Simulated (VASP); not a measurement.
# BeBi (Fd-3m) in VASP: a series of runs

The runs below take BeBi through single point, with PBE.

All numbers are computed with VASP 6.6.1; they aren't measurements. Logs are shortened: lines on timing, memory, paths and dates and some standing lists are left out, and cuts for length are marked.

## Step 1: The cell of the first run

It takes space group Fd-3m (No. 227, cubic). The conventional cell has a = 6.909 Å, b = 6.909 Å, c = 6.909 Å, α = 90.00°, β = 90.00°, γ = 90.00°. Be (site symmetry -43m) has 4 Be at 2.99 Å and 10 Bi at 2.99 to 3.45 Å within 3.9 Å. Bi (site symmetry -43m) has 10 Be at 2.99 to 3.45 Å and 4 Bi at 2.99 Å within 3.9 Å.

## Step 2: Single point, PBE

INCAR reads:

```
SYSTEM = BeBi
PREC = Accurate ; ENCUT = 520
EDIFF = 1E-7 ; ISMEAR = 0
SIGMA = 0.1 ; LREAL = .False.
LASPH = .True. ; NELM = 60
ALGO = Normal ; ISIF = 2
LWAVE = .False. ; LCHARG = .False.
GGA = PE ; NBANDS = 25
```

KPOINTS reads:

```
Automatic mesh
0
Gamma
  4 4 4
  0 0 0
```

POSCAR reads:

```
BeBi
1.0
    0.0000000000      3.4543621015      3.4543621015
    3.4543621015      0.0000000000      3.4543621015
    3.4543621015      3.4543621015      0.0000000000
Be Bi
2 2
Direct
    0.5000000000      0.5000000000      0.5000000000
    0.7500000000      0.7500000000      0.7500000000
    0.0000000000      0.0000000000      0.0000000000
    0.2500000000      0.2500000000      0.2500000000
```

Potentials or basis: VASP PAW PBE potentials, release 64 (Be, Bi_d).

Run with:

```
$ cat potpaw_PBE.64/Be/POTCAR potpaw_PBE.64/Bi_d/POTCAR > POTCAR
$ mpirun -np 1 vasp_std > vasp.out
```

OUTCAR:

```text
SYSTEM = BeBi
   PREC = Accurate
   ENCUT = 520
   EDIFF = 1E-7
   ISMEAR = 0
   LREAL = .False.
   LASPH = .True.
   NELM = 60
   ISIF = 2
   GGA = PE

 ion  position               nearest neighbor table
   1  0.500  0.500  0.500-   4 2.99   4 2.99   4 2.99   4 2.99
   2  0.750  0.750  0.750-   3 2.99   3 2.99   3 2.99   3 2.99
   3  0.000  0.000  0.000-   2 2.99   2 2.99   2 2.99   2 2.99   4 2.99   4 2.99   4 2.99   4 2.99

   4  0.250  0.250  0.250-   3 2.99   3 2.99   3 2.99   1 2.99   3 2.99   1 2.99   1 2.99   1 2.99

  LATTYP: Found a face centered cubic cell.
 ALAT       =     6.9087242030

  Lattice vectors:

 A1 = (   0.0000000000,   3.4543621015,   3.4543621015)
 A2 = (   3.4543621015,   0.0000000000,   3.4543621015)
 A3 = (   3.4543621015,   3.4543621015,   0.0000000000)

Analysis of symmetry for initial positions (statically):
=====================================================================
 Subroutine PRICEL returns:
 Original cell was already a primitive cell.

 Routine SETGRP: Setting up the symmetry group for a
 face centered cubic supercell.

 Subroutine GETGRP returns: Found 48 space group operations
 (whereof 24 operations were pure point group operations)
 out of a pool of 48 trial point group operations.

The static configuration has the point symmetry T_d .
 The point group associated with its full space group is O_h .

Analysis of symmetry for dynamics (positions and initial velocities):
=====================================================================
 Subroutine PRICEL returns:
 Original cell was already a primitive cell.

 Routine SETGRP: Setting up the symmetry group for a
 face centered cubic supercell.

 Subroutine GETGRP returns: Found 48 space group operations
 (whereof 24 operations were pure point group operations)
 out of a pool of 48 trial point group operations.

The dynamic configuration has the point symmetry T_d .
 The point group associated with its full space group is O_h .

 Subroutine INISYM returns: Found 48 space group operations
 (whereof 24 operations are pure point group operations),
 and found     1 'primitive' translations

----------------------------------------------------------------------------------------

                                     Primitive cell

  volume of cell :      82.4392

  direct lattice vectors                    reciprocal lattice vectors
     0.000000000  3.454362102  3.454362102    -0.144744525  0.144744525  0.144744525
     3.454362102  0.000000000  3.454362102     0.144744525 -0.144744525  0.144744525
     3.454362102  3.454362102  0.000000000     0.144744525  0.144744525 -0.144744525

  length of vectors
     4.885205733  4.885205733  4.885205733     0.250704871  0.250704871  0.250704871

  position of ions in fractional coordinates (direct lattice)
     0.500000000  0.500000000  0.500000000
     0.750000000  0.750000000  0.750000000
     0.000000000  0.000000000  0.000000000
     0.250000000  0.250000000  0.250000000

  ion indices of the primitive-cell ions
   primitive index   ion index
                 1           1
                 2           2
                 3           3
                 4           4

----------------------------------------------------------------------------------------

 KPOINTS: Automatic mesh

Automatic generation of k-mesh.
 Grid dimensions read from file:
 generate k-points for:    4    4    4

 Generating k-lattice:

  Cartesian coordinates                     Fractional coordinates (reciprocal lattice)
    -0.036186131  0.036186131  0.036186131     0.250000000  0.000000000  0.000000000
     0.036186131 -0.036186131  0.036186131     0.000000000  0.250000000  0.000000000
     0.036186131  0.036186131 -0.036186131     0.000000000  0.000000000  0.250000000

  Length of vectors
     0.062676218  0.062676218  0.062676218

  Shift w.r.t. Gamma in fractional coordinates (k-lattice)
     0.000000000  0.000000000  0.000000000

 Subroutine IBZKPT returns following result:
 ===========================================

 Found      8 irreducible k-points:

 Following reciprocal coordinates:
            Coordinates               Weight
  0.000000  0.000000  0.000000      1.000000
  0.250000  0.000000  0.000000      8.000000
  0.500000  0.000000  0.000000      4.000000
  0.250000  0.250000  0.000000      6.000000
  0.500000  0.250000  0.000000     24.000000
 -0.250000  0.250000  0.000000     12.000000
  0.500000  0.500000  0.000000      3.000000
 -0.250000  0.500000  0.250000      6.000000
   k-points           NKPTS =      8   k-points in BZ     NKDIM =      8   number of bands    NBANDS=     25
   number of dos      NEDOS =    301   number of ions     NIONS =      4
   total plane-waves  NPLWV =  46656
   dimension x,y,z NGX =    36 NGY =   36 NGZ =   36
   dimension x,y,z NGXF=    72 NGYF=   72 NGZF=   72
   ions per type =               2   2
   NGX,Y,Z   is equivalent  to a cutoff of  12.25, 12.25, 12.25 a.u.
   NGXF,Y,Z  is equivalent  to a cutoff of  24.50, 24.50, 24.50 a.u.
 SYSTEM =  BeBi
   PREC   = accura    normal or accurate (medium, high low for compatibility)
   ISTART =      0    job   : 0-new  1-cont  2-samecut
   ICHARG =      2    charge: 1-file 2-atom 10-const
   ISPIN  =      1    spin polarized calculation?
   LNONCOLLINEAR =      F non collinear calculations
   LSORBIT =      F    spin-orbit coupling
   LASPH  =      T    aspherical Exc in radial PAW
   ENCUT  =  520.0 eV  38.22 Ry    6.18 a.u.   9.08  9.08  9.08*2*pi/ulx,y,z
   NELM   =     60;   NELMIN=  2; NELMDL= -5     # of ELM steps
   EDIFF  = 0.1E-06   stopping-criterion for ELM
   LREAL  =      F    real-space projection
   EDIFFG = 0.1E-05   stopping-criterion for IOM
   NSW    =      0    number of steps for IOM
   IBRION =     -1    ionic relax: 0-MD 1-quasi-New 2-CG
   NFREE  =      0    steps in history (QN), initial steepest desc. (CG)
   ISIF   =      2    stress and relaxation
   ISYM   =      2    0-nonsym 1-usesym 2-fastsym
   POTIM  = 0.5000    time-step for ionic-motion
   TEBEG  =    0.0;   TEEND  =   0.0 temperature during run
   PSTRESS=    0.0 pullay stress
   NELECT =      34.0000    total number of electrons
   NUPDOWN=      -1.0000    fix difference up-down
   EMIN   =  10.00;   EMAX   =-10.00  energy-range for DOS
   EFERMI =   0.00;   METHOD = LEGACY
   ISMEAR =     0;   SIGMA  =   0.10  broadening in eV -4-tet -1-fermi 0-gaus
   EFERMI_NEDOS =   21; number of points for ismear=-14 and -15
   IALGO  =     38    algorithm
   IMIX   =      4    mixing-type and parameters
     AMIX     =   0.40;   BMIX     =  1.00
     AMIX_MAG =   1.60;   BMIX_MAG =  1.00
  volume/ion in A,a.u.               =      20.61       139.08
  Fermi-wavevector in a.u.,A,eV,Ry     =   1.218587  2.302796 20.204036  1.484955
  Thomas-Fermi vector in A             =   2.353869
   LORBIT       =      0    0 simple, 1 ext, 2 COOP (PROOUT), +10 PAW based schemes
   GGA     = PE    functional components
   LHFCALC =     F    Hartree Fock is set to
   AEXX    =    0.0000 exact exchange contribution
   IVDW    =     0    specifies the selected vdW correction
   LEPSILON=     F    determine dielectric tensor
   LRPA    =     F    only Hartree local field effects (RPA)
 non-spin polarized calculation
 Gauss-broadening in eV      SIGMA  =   0.10
  energy-cutoff  :      520.00
  volume of cell :       82.44
 maximum number of plane-waves:      2252
   NGX = 19   NGY = 19   NGZ = 19

 number of electron      33.9999990 magnetization

 Free energy of the ion-electron system (eV)
  ---------------------------------------------------
  ext. energy  EPLUGINS =         0.00000000
  ---------------------------------------------------
  free energy    TOTEN  =       -10.82814624 eV

  energy without entropy =      -10.80420310  energy(sigma->0) =      -10.81617467

 E-fermi :   7.4546     XC(G=0): -10.2317

 val. band max:        7.4521905021   @ k =   0.5000   0.2500   0.0000
 cond. band min:       7.5515389840   @ k =   0.2500   0.0000   0.0000
 fundamental gap:      0.0993484819
 Fermi energy:         7.4545848878

 k-point     1 :       0.0000    0.0000    0.0000
  band No.  band energies     occupation
      1     -15.7346      2.00000
      2     -15.7346      2.00000
      3     -15.7346      2.00000
      4     -15.6616      2.00000
      5     -15.6616      2.00000
      6     -15.4003      2.00000
[... 17 lines left out ...]
     24      12.7003      0.00000
     25      12.7003      0.00000

 k-point     2 :       0.2500    0.0000    0.0000
  band No.  band energies     occupation
      1     -15.7554      2.00000
      2     -15.7554      2.00000
      3     -15.7227      2.00000
      4     -15.6292      2.00000
      5     -15.6292      2.00000
      6     -15.4361      2.00000
[... 17 lines left out ...]
     24      13.9374      0.00000
     25      14.6942      0.00000

 k-point     3 :       0.5000    0.0000    0.0000
  band No.  band energies     occupation
      1     -15.7660      2.00000
      2     -15.7660      2.00000
      3     -15.7100      2.00000
      4     -15.6102      2.00000
      5     -15.6102      2.00000
      6     -15.4494      2.00000
[... 17 lines left out ...]
     24      12.1515      0.00000
     25      14.2863      0.00000

 k-point     4 :       0.2500    0.2500    0.0000
  band No.  band energies     occupation
      1     -15.7591      2.00000
      2     -15.7591      2.00000
      3     -15.7300      2.00000
      4     -15.6212      2.00000
      5     -15.5854      2.00000
      6     -15.5117      2.00000
[... 17 lines left out ...]
     24      13.3080      0.00000
     25      14.4869      0.00000

 k-point     5 :       0.5000    0.2500    0.0000
  band No.  band energies     occupation
      1     -15.7912      2.00000
      2     -15.7745      2.00000
      3     -15.6761      2.00000
      4     -15.5792      2.00000
      5     -15.5594      2.00000
      6     -15.5375      2.00000
[... 17 lines left out ...]
     24      13.1537      0.00000
     25      13.7986      0.00000

 k-point     6 :      -0.2500    0.2500    0.0000
  band No.  band energies     occupation
      1     -15.7861      2.00000
      2     -15.7740      2.00000
      3     -15.6762      2.00000
      4     -15.6079      2.00000
      5     -15.5782      2.00000
      6     -15.4868      2.00000
[... 17 lines left out ...]
     24      13.1590      0.00000
     25      13.9218      0.00000

 k-point     7 :       0.5000    0.5000    0.0000
  band No.  band energies     occupation
      1     -15.7804      2.00000
      2     -15.7804      2.00000
      3     -15.6504      2.00000
      4     -15.6504      2.00000
      5     -15.5246      2.00000
      6     -15.5246      2.00000
[... 17 lines left out ...]
     24      12.3366      0.00000
     25      14.0320      0.00000

 k-point     8 :      -0.2500    0.5000    0.2500
  band No.  band energies     occupation
      1     -15.7944      2.00000
      2     -15.7944      2.00000
      3     -15.6029      2.00000
      4     -15.6029      2.00000
      5     -15.5331      2.00000
      6     -15.5331      2.00000
[... 17 lines left out ...]
     24      13.0376      0.00000
     25      13.7760      0.00000

------------------------ aborting loop because EDIFF is reached ----------------------------------------

  FORCE on cell =-STRESS in cart. coord.  units (eV):
  Direction    XX          YY          ZZ          XY          YZ          ZX
  --------------------------------------------------------------------------------------
  -------------------------------------------------------------------------------------
  Total        4.4020900      4.4020900      4.4020900      0.0000000      0.0000000     -0.0000000
  in kB       85.5531336     85.5531336     85.5531336      0.0000000      0.0000000     -0.0000000
  external PRESSURE =      85.5531336 kB  Pullay stress =       0.0000000 kB

 VOLUME and BASIS-vectors are now :
 -----------------------------------------------------------------------------
  energy-cutoff  :      520.00
  volume of cell :       82.44
      direct lattice vectors                 reciprocal lattice vectors
     0.000000000  3.454362102  3.454362102    -0.144744525  0.144744525  0.144744525
     3.454362102  0.000000000  3.454362102     0.144744525 -0.144744525  0.144744525
     3.454362102  3.454362102  0.000000000     0.144744525  0.144744525 -0.144744525

 POSITION                                       TOTAL-FORCE (eV/Angst)
 -----------------------------------------------------------------------------------
      3.45436      3.45436      3.45436        -0.000000      0.000000     -0.000000
      5.18154      5.18154      5.18154         0.000000     -0.000000     -0.000000
      0.00000      0.00000      0.00000        -0.000000     -0.000000     -0.000000
      1.72718      1.72718      1.72718         0.000000      0.000000      0.000000
 -----------------------------------------------------------------------------------
    total drift:                                0.000000      0.000000     -0.000000

  FREE ENERGIE OF THE ION-ELECTRON SYSTEM (eV)
  ---------------------------------------------------
  free  energy   TOTEN  =       -10.8281462428 eV

  energy  without entropy=      -10.8042031045  energy(sigma->0) =      -10.81617467
```

It took 40 s on 1 thread of Oxide Virtual Turin-like, shared host; peak memory 0.17 GiB.

Results:

- Free energy: -10.8281 eV
- Pressure: 8.6 GPa
- Band gap on the k mesh: zero (band 17 reaches 10.89 eV, above the bottom of band 18 at 6.27 eV)

Caveat: the k points lie up to 0.39 Å⁻¹ apart; spin-orbit coupling is left out, which moves the levels of the heavy elements.

(Continued in part 2 of 2.)
